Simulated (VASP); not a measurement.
# SrO (Fm-3m) in VASP: further runs

The runs below take SrO through single point, relaxation of cell and atoms, with PBE.

Program: VASP 6.6.1. These are calculated values, not measurements. Logs are shortened: lines on timing, memory, paths and dates and some standing lists are left out, and cuts for length are marked.

## 1. The cell of the first run

It takes space group Fm-3m (No. 225, cubic). Conventional cell: a = 5.195 Å, b = 5.195 Å, c = 5.195 Å, α = 90.00°, β = 90.00°, γ = 90.00°. Sr (site symmetry m-3m) has 6 O at 2.60 Å within 3.4 Å. Within 3.4 Å of O (site symmetry m-3m) lie 6 Sr at 2.60 Å.

## 2. Single point, PBE

Input file INCAR:

```
SYSTEM = SrO
PREC     = Accurate       ! precision mode
ENCUT    = 600            ! plane-wave cutoff, eV
EDIFF    = 1E-6           ! SCF threshold, eV
ISMEAR   = 0              ! smearing method
SIGMA    = 0.01           ! smearing width, eV
LREAL    = .False.        ! projectors in reciprocal space
LASPH    = .True.         ! aspherical terms in the spheres
NELM     = 120            ! most SCF steps
ALGO     = Normal         ! electronic algorithm
ISIF     = 2              ! what is computed and relaxed
LWAVE    = .False.        ! write WAVECAR
LCHARG   = .False.        ! write CHGCAR
GGA      = PE             ! functional
NBANDS   = 15             ! bands
GGA_COMPAT= .False.
```

Input file KPOINTS:

```
regular mesh
0
Gamma
  6 6 6
  0 0 0
```

Input file POSCAR:

```
SrO
1.0
    0.0000000000      2.5974030230      2.5974030230
    2.5974030230      0.0000000000      2.5974030230
    2.5974030230      2.5974030230      0.0000000000
Sr O
1 1
Direct
    0.5000000000      0.5000000000      0.5000000000
    0.0000000000      0.0000000000      0.0000000000
```

Potentials or basis: VASP PAW PBE potentials, release 64 (Sr_sv, O).

Started as:

```
> cat potpaw_PBE.64/Sr_sv/POTCAR potpaw_PBE.64/O/POTCAR > POTCAR
> mpirun -np 1 vasp_std > vasp.out
```

OUTCAR:

```text
SYSTEM = SrO
   PREC = Accurate
   ENCUT = 600
   EDIFF = 1E-6
   ISMEAR = 0
   LREAL = .False.
   LASPH = .True.
   NELM = 120
   ISIF = 2
   GGA = PE

 ion  position               nearest neighbor table
   1  0.500  0.500  0.500-   2 2.60   2 2.60   2 2.60   2 2.60   2 2.60   2 2.60
   2  0.000  0.000  0.000-   1 2.60   1 2.60   1 2.60   1 2.60   1 2.60   1 2.60

  LATTYP: Found a face centered cubic cell.
 ALAT       =     5.1948060460

  Lattice vectors:

 A1 = (   0.0000000000,   2.5974030230,   2.5974030230)
 A2 = (   2.5974030230,   0.0000000000,   2.5974030230)
 A3 = (   2.5974030230,   2.5974030230,   0.0000000000)

Analysis of symmetry for initial positions (statically):
=====================================================================
 Subroutine PRICEL returns:
 Original cell was already a primitive cell.

 Routine SETGRP: Setting up the symmetry group for a
 face centered cubic supercell.

 Subroutine GETGRP returns: Found 48 space group operations
 (whereof 48 operations were pure point group operations)
 out of a pool of 48 trial point group operations.

The static configuration has the point symmetry O_h .

Analysis of symmetry for dynamics (positions and initial velocities):
=====================================================================
 Subroutine PRICEL returns:
 Original cell was already a primitive cell.

 Routine SETGRP: Setting up the symmetry group for a
 face centered cubic supercell.

 Subroutine GETGRP returns: Found 48 space group operations
 (whereof 48 operations were pure point group operations)
 out of a pool of 48 trial point group operations.

The dynamic configuration has the point symmetry O_h .

 Subroutine INISYM returns: Found 48 space group operations
 (whereof 48 operations are pure point group operations),
 and found     1 'primitive' translations

----------------------------------------------------------------------------------------

                                     Primitive cell

  volume of cell :      35.0468

  direct lattice vectors                    reciprocal lattice vectors
     0.000000000  2.597403023  2.597403023    -0.192499968  0.192499968  0.192499968
     2.597403023  0.000000000  2.597403023     0.192499968 -0.192499968  0.192499968
     2.597403023  2.597403023  0.000000000     0.192499968  0.192499968 -0.192499968

  length of vectors
     3.673282582  3.673282582  3.673282582     0.333419726  0.333419726  0.333419726

  position of ions in fractional coordinates (direct lattice)
     0.500000000  0.500000000  0.500000000
     0.000000000  0.000000000  0.000000000

  ion indices of the primitive-cell ions
   primitive index   ion index
                 1           1
                 2           2

----------------------------------------------------------------------------------------

 KPOINTS: regular mesh

Automatic generation of k-mesh.
 Grid dimensions read from file:
 generate k-points for:    6    6    6

 Generating k-lattice:

  Cartesian coordinates                     Fractional coordinates (reciprocal lattice)
    -0.032083328  0.032083328  0.032083328     0.166666667  0.000000000  0.000000000
     0.032083328 -0.032083328  0.032083328     0.000000000  0.166666667  0.000000000
     0.032083328  0.032083328 -0.032083328     0.000000000  0.000000000  0.166666667

  Length of vectors
     0.055569954  0.055569954  0.055569954

  Shift w.r.t. Gamma in fractional coordinates (k-lattice)
     0.000000000  0.000000000  0.000000000

 Subroutine IBZKPT returns following result:
 ===========================================

 Found     16 irreducible k-points:

 Following reciprocal coordinates:
            Coordinates               Weight
  0.000000  0.000000  0.000000      1.000000
  0.166667  0.000000  0.000000      8.000000
  0.333333  0.000000  0.000000      8.000000
  0.500000  0.000000  0.000000      4.000000
  0.166667  0.166667  0.000000      6.000000
  0.333333  0.166667  0.000000     24.000000
[... 8 lines left out ...]
 -0.333333  0.333333  0.166667     24.000000
 -0.333333  0.500000  0.166667     12.000000
   k-points           NKPTS =     16   k-points in BZ     NKDIM =     16   number of bands    NBANDS=     15
   number of dos      NEDOS =    301   number of ions     NIONS =      2
   total plane-waves  NPLWV =  27000
   dimension x,y,z NGX =    30 NGY =   30 NGZ =   30
   dimension x,y,z NGXF=    60 NGYF=   60 NGZF=   60
   ions per type =               1   1
   NGX,Y,Z   is equivalent  to a cutoff of  13.58, 13.58, 13.58 a.u.
   NGXF,Y,Z  is equivalent  to a cutoff of  27.15, 27.15, 27.15 a.u.
 SYSTEM =  SrO
   PREC   = accura    normal or accurate (medium, high low for compatibility)
   ISTART =      0    job   : 0-new  1-cont  2-samecut
   ICHARG =      2    charge: 1-file 2-atom 10-const
   ISPIN  =      1    spin polarized calculation?
   LNONCOLLINEAR =      F non collinear calculations
   LSORBIT =      F    spin-orbit coupling
   LASPH  =      T    aspherical Exc in radial PAW
   ENCUT  =  600.0 eV  44.10 Ry    6.64 a.u.   7.34  7.34  7.34*2*pi/ulx,y,z
   NELM   =    120;   NELMIN=  2; NELMDL= -5     # of ELM steps
   EDIFF  = 0.1E-05   stopping-criterion for ELM
   LREAL  =      F    real-space projection
   EDIFFG = 0.1E-04   stopping-criterion for IOM
   NSW    =      0    number of steps for IOM
   IBRION =     -1    ionic relax: 0-MD 1-quasi-New 2-CG
   NFREE  =      0    steps in history (QN), initial steepest desc. (CG)
   ISIF   =      2    stress and relaxation
   ISYM   =      2    0-nonsym 1-usesym 2-fastsym
   POTIM  = 0.5000    time-step for ionic-motion
   TEBEG  =    0.0;   TEEND  =   0.0 temperature during run
   PSTRESS=    0.0 pullay stress
   NELECT =      16.0000    total number of electrons
   NUPDOWN=      -1.0000    fix difference up-down
   EMIN   =  10.00;   EMAX   =-10.00  energy-range for DOS
   EFERMI =   0.00;   METHOD = LEGACY
   ISMEAR =     0;   SIGMA  =   0.01  broadening in eV -4-tet -1-fermi 0-gaus
   EFERMI_NEDOS =   21; number of points for ismear=-14 and -15
   IALGO  =     38    algorithm
   IMIX   =      4    mixing-type and parameters
     AMIX     =   0.40;   BMIX     =  1.00
     AMIX_MAG =   1.60;   BMIX_MAG =  1.00
  volume/ion in A,a.u.               =      17.52       118.25
  Fermi-wavevector in a.u.,A,eV,Ry     =   1.260566  2.382124 21.620010  1.589026
  Thomas-Fermi vector in A             =   2.394069
   LORBIT       =      0    0 simple, 1 ext, 2 COOP (PROOUT), +10 PAW based schemes
   GGA     = PE    functional components
   LHFCALC =     F    Hartree Fock is set to
   AEXX    =    0.0000 exact exchange contribution
   IVDW    =     0    specifies the selected vdW correction
   LEPSILON=     F    determine dielectric tensor
   LRPA    =     F    only Hartree local field effects (RPA)
 non-spin polarized calculation
 Gauss-broadening in eV      SIGMA  =   0.01
  energy-cutoff  :      600.00
  volume of cell :       35.05
 maximum number of plane-waves:      1211
 NGX is ok and might be reduce to    30
   NGX = 15   NGY = 15   NGZ = 15

 number of electron      16.0000000 magnetization

 Free energy of the ion-electron system (eV)
  ---------------------------------------------------
  ext. energy  EPLUGINS =         0.00000000
  ---------------------------------------------------
  free energy    TOTEN  =       -12.05618913 eV

  energy without entropy =      -12.05618913  energy(sigma->0) =      -12.05618913

 E-fermi :   1.5856     XC(G=0):  -9.8822

 val. band max:        1.5200495963   @ k =   0.0000   0.0000   0.0000
 cond. band min:       4.8013210186   @ k =   0.5000   0.5000   0.0000
 fundamental gap:      3.2812714223
 Fermi energy:         1.5855953446

 k-point     1 :       0.0000    0.0000    0.0000
  band No.  band energies     occupation
      1     -30.9777      2.00000
      2     -13.5313      2.00000
      3     -12.6458      2.00000
      4     -12.6458      2.00000
      5     -12.6458      2.00000
      6       1.5200      2.00000
      7       1.5200      2.00000
      8       1.5200      2.00000
      9       5.2885      0.00000
     10       7.6628      0.00000
     11       7.6628      0.00000
     12       7.6628      0.00000
     13       9.7618      0.00000
     14       9.7618      0.00000
     15      14.0814      0.00000

 k-point     2 :       0.1667    0.0000    0.0000
  band No.  band energies     occupation
      1     -30.9480      2.00000
      2     -14.0930      2.00000
      3     -12.6652      2.00000
      4     -12.6652      2.00000
      5     -12.1586      2.00000
      6       0.8125      2.00000
      7       1.2099      2.00000
      8       1.2099      2.00000
      9       6.4210      0.00000
     10       7.4638      0.00000
     11       8.1780      0.00000
     12       8.1780      0.00000
     13      10.4243      0.00000
     14      10.4243      0.00000
     15      15.6790      0.00000

 k-point     3 :       0.3333    0.0000    0.0000
  band No.  band energies     occupation
      1     -30.8877      2.00000
      2     -14.7513      2.00000
      3     -12.7033      2.00000
      4     -12.7033      2.00000
      5     -11.6499      2.00000
      6      -0.1846      2.00000
      7       0.6764      2.00000
      8       0.6764      2.00000
      9       7.6093      0.00000
     10       8.5427      0.00000
     11       9.4200      0.00000
     12       9.4200      0.00000
     13      11.9199      0.00000
     14      11.9199      0.00000
     15      17.0126      0.00000
[... 199 lines left out ...]
 k-point    15 :      -0.3333    0.3333    0.1667
  band No.  band energies     occupation
      1     -30.8298      2.00000
      2     -14.4961      2.00000
      3     -13.1268      2.00000
      4     -12.9922      2.00000
      5     -11.9429      2.00000
      6       0.2294      2.00000
      7       0.8488      2.00000
      8       0.9013      2.00000
      9       7.6304      0.00000
     10       7.7540      0.00000
     11      10.2643      0.00000
     12      11.4070      0.00000
     13      12.6959      0.00000
     14      14.1361      0.00000
     15      14.8886      0.00000

 k-point    16 :      -0.3333    0.5000    0.1667
  band No.  band energies     occupation
      1     -30.8210      2.00000
      2     -14.0851      2.00000
      3     -13.3849      2.00000
      4     -13.1171      2.00000
      5     -12.2226      2.00000
      6       0.6646      2.00000
      7       1.0210      2.00000
      8       1.1618      2.00000
      9       6.1322      0.00000
     10       8.9589      0.00000
     11       9.7495      0.00000
     12      12.2691      0.00000
     13      12.3765      0.00000
     14      14.1147      0.00000
     15      14.6690      0.00000

------------------------ aborting loop because EDIFF is reached ----------------------------------------

  FORCE on cell =-STRESS in cart. coord.  units (eV):
  Direction    XX          YY          ZZ          XY          YZ          ZX
  --------------------------------------------------------------------------------------
  -------------------------------------------------------------------------------------
  Total        0.0943797      0.0943797      0.0943797      0.0000000      0.0000000     -0.0000000
  in kB        4.3146079      4.3146079      4.3146079      0.0000000      0.0000000     -0.0000000
  external PRESSURE =       4.3146079 kB  Pullay stress =       0.0000000 kB

 VOLUME and BASIS-vectors are now :
 -----------------------------------------------------------------------------
  energy-cutoff  :      600.00
  volume of cell :       35.05
      direct lattice vectors                 reciprocal lattice vectors
     0.000000000  2.597403023  2.597403023    -0.192499968  0.192499968  0.192499968
     2.597403023  0.000000000  2.597403023     0.192499968 -0.192499968  0.192499968
     2.597403023  2.597403023  0.000000000     0.192499968  0.192499968 -0.192499968

 POSITION                                       TOTAL-FORCE (eV/Angst)
 -----------------------------------------------------------------------------------
      2.59740      2.59740      2.59740        -0.000000     -0.000000      0.000000
      0.00000      0.00000      0.00000         0.000000      0.000000      0.000000
 -----------------------------------------------------------------------------------
    total drift:                               -0.000000      0.000000      0.000000

  FREE ENERGIE OF THE ION-ELECTRON SYSTEM (eV)
  ---------------------------------------------------
  free  energy   TOTEN  =       -12.0561891321 eV

  energy  without entropy=      -12.0561891321  energy(sigma->0) =      -12.05618913
```

Wall time 11 s (1 thread of Intel Xeon Platinum 8488C (Sapphire Rapids), shared host); peak memory 0.17 GiB.

What came out:

```
Free energy            : -12.0562 eV
Pressure               : 0.4 GPa
Band gap on the k mesh : 3.28 eV (least direct gap 3.39 eV)
```

Levels at points of the mesh, in eV from the valence-band top:
| k point | band 4 | band 5 | band 6 | band 7 | band 8 | band 9 | band 10 | band 11 | band 12 | band 13 |
| --- | --- | --- | --- | --- | --- | --- | --- | --- | --- | --- |
| (0.00, 0.00, 0.00) | -14.17 | -14.17 | 0.00 | 0.00 | 0.00 | 3.77 | 6.14 | 6.14 | 6.14 | 8.24 |
| (0.50, 0.00, 0.00) | -14.24 | -12.99 | -2.11 | -1.08 | -1.08 | 6.42 | 8.21 | 8.67 | 8.67 | 11.62 |
| (0.50, 0.50, 0.00) | -14.50 | -14.50 | -0.48 | -0.11 | -0.11 | 3.28 | 7.57 | 9.97 | 10.11 | 10.85 |

A k mesh can miss the band edges.

## 3. Relaxation of cell and atoms, PBE, target pressure -2 GPa, at which the enthalpy is minimised

This run uses another cell than the first one, of 16.90 Å³/atom.

Input file INCAR:

```
SYSTEM = SrO
ALGO = Normal ; EDIFF = 1E-7
EDIFFG = -0.01 ; ENCUT = 600
GGA = PE ; GGA_COMPAT = .False.
IBRION = 2 ; ISIF = 3
ISMEAR = 0 ; LASPH = .True.
LCHARG = .False. ; LREAL = .False.
LWAVE = .False. ; NELM = 120
NELMIN = 4 ; NSW = 80
PREC = Accurate ; PSTRESS = -20.0
SIGMA = 0.01
```

Input file KPOINTS:

```
k-points
0
Gamma
  6 6 6
  0 0 0
```

Input file POSCAR:

```
SrO
1.0
    0.0000000000      2.5663000000      2.5663000000
    2.5663000000      0.0000000000      2.5663000000
    2.5663000000      2.5663000000      0.0000000000
Sr O
1 1
Direct
    0.5000000000      0.5000000000      0.5000000000
    0.0000000000      0.0000000000      0.0000000000
```

Potentials or basis: VASP PAW PBE potentials, release 64 (Sr_sv, O).

Started as:

```
> cat potpaw_PBE.64/Sr_sv/POTCAR potpaw_PBE.64/O/POTCAR > POTCAR
> mpirun -np 1 vasp_std > vasp.out
```

Run time: 23 s. Hardware: 1 thread of Intel Xeon Platinum 8488C (Sapphire Rapids), shared host; peak memory 0.17 GiB.

It converged, with:

| Item | Value |
| --- | --- |
| Free energy | -12.0495 eV |
| Relaxed volume | 18.06 Å³/atom |
| Relaxed cell | a = 3.711 Å, b = 3.711 Å, c = 3.711 Å, α = 60.00°, β = 60.00°, γ = 60.00° |
| Space group after relaxing (to 0.1 Å) | Fm-3m (No. 225) |
| Energy change on relaxing (the run minimises the enthalpy) | -5.4 meV/atom |
| Ionic steps | 3 |
| Pressure after relaxing | -2.0 GPa |
| Band gap on the k mesh | 3.29 eV (least direct gap 3.42 eV) |

The path:
```csv
step,energy change (eV),largest force (eV/Å),pressure (GPa),volume (Å³)
1,0.0000,0.0000,3.83,33.80
2,0.0026,0.0000,-3.50,36.90
3,-0.0108,0.0000,-1.98,36.12
```

Final structure:
```
Sr O
1.0
     0.00000    2.62376    2.62376
     2.62376    0.00000    2.62376
     2.62376    2.62376    0.00000
Sr O
1 1
Direct
  0.50000 0.50000 0.50000
  0.00000 0.00000 0.00000
```

Levels at points of the mesh, in eV from the valence-band top:
```tsv
k point	band 5	band 6	band 7	band 8	band 9	band 10	band 11	band 12
(0.00, 0.00, 0.00)	-14.31	0.00	0.00	0.00	3.56	6.07	6.07	6.07
(0.50, 0.00, 0.00)	-13.13	-2.06	-1.02	-1.02	6.29	7.97	8.50	8.50
(0.50, 0.50, 0.00)	-14.61	-0.53	-0.12	-0.12	3.29	7.35	9.77	9.85
```

Caveat: the cell is relaxed towards a set pressure, so the run minimises the enthalpy, not the energy. Zero-point motion and thermal expansion aren't in these numbers.
